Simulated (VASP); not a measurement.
# CuI (Marshite): single point with BLYP

The system is CuI (Marshite).

```
Cu I
1.0
     0.00000    3.03150    3.03150
     3.03150    0.00000    3.03150
     3.03150    3.03150    0.00000
Cu I
1 1
Direct
  0.25000 0.25000 0.25000
  0.00000 0.00000 0.00000
```

```
Program                : VASP 6.6.1
Task                   : single point
Functional             : BLYP
Potentials or basis    : VASP PAW PBE potentials, release 64 (Cu, I)
Cutoff                 : 520 eV
k mesh                 : 6 × 6 × 6
Occupations            : methfessel-paxton, width 0.1 eV
Spin                   : no spin polarisation
Dipole correction      : no
Further INCAR settings : ALGO = Normal; EDIFF = 1e-06; NBANDS = 16
```

* Pressure: 3.8 GPa
* Band gap on the k mesh: 1.22 eV, direct

Levels at points of the mesh, in eV from the valence-band top:
```tsv
k point	band 5	band 6	band 7	band 8	band 9	band 10	band 11	band 12	band 13	band 14
(0.00, 0.00, 0.00)	-1.88	-1.88	0.00	0.00	0.00	1.22	4.98	4.98	4.98	8.31
(0.50, 0.00, 0.00)	-1.85	-1.85	-1.80	-0.71	-0.71	2.22	5.53	5.53	7.62	9.25
(0.50, 0.50, 0.00)	-1.89	-1.81	-1.79	-1.51	-1.51	2.89	2.97	9.30	9.82	9.82
```

It took 21 s on 1 thread of Intel(R) Xeon(R) Platinum 8488C (Sapphire Rapids), on a shared host, peak memory 0.17 GiB.

Caveat: the PAW data sets were made with another functional, which shifts forces and pressure a little; spin-orbit coupling is left out, which moves the levels of the heavy elements. BLYP gaps usually lie below the measured ones, often by a third to a half.
